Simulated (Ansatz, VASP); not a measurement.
## Mo: VASP beside Ansatz

```
Mo
1.0
     1.72931    0.99842    3.20680
    -1.72931    0.99842    3.20680
     0.00000   -1.99684    3.20680
Mo
2
Direct
  0.22754 0.22754 0.22754
  0.77246 0.77246 0.77246
```

Alike in both runs: task single point; functional r2SCAN; k mesh 6 × 6 × 6; occupations gaussian, width 0.1 eV; no spin polarisation.

|  | VASP | Ansatz |
| --- | --- | --- |
| version | VASP 6.6.1 | Ansatz 0.2.0 |
| potentials or method | VASP PAW PBE potentials, release 64 (Mo_sv), cutoff 520 eV | scalar-relativistic, plane waves, PAW |
| valence electrons in the cell | 28 | 28 |

Ansatz gave:

* gap on the k mesh at the Fermi level (eV): none
* pressure (GPa): 24.2
* traceless stress, the component that is largest in VASP (GPa): 7.65
* rms of the force components (eV/Å): 2.943

Which values does VASP return?

gap on the k mesh at the Fermi level (eV): none; pressure (GPa): 26.2; traceless stress, the component that is largest in VASP (GPa): 7.27; rms of the force components (eV/Å): 3.060.

VASP's potentials were made for PBE, not for r2SCAN. Atom by atom the forces differ by 0.117 eV/Å (rms over components). A gap of «none» marks a metal or a gap that the smearing closes. With one functional, cell and mesh, what is left measures potentials, basis and numerics.

The k mesh is coarse, so the values compare programs but aren't converged.
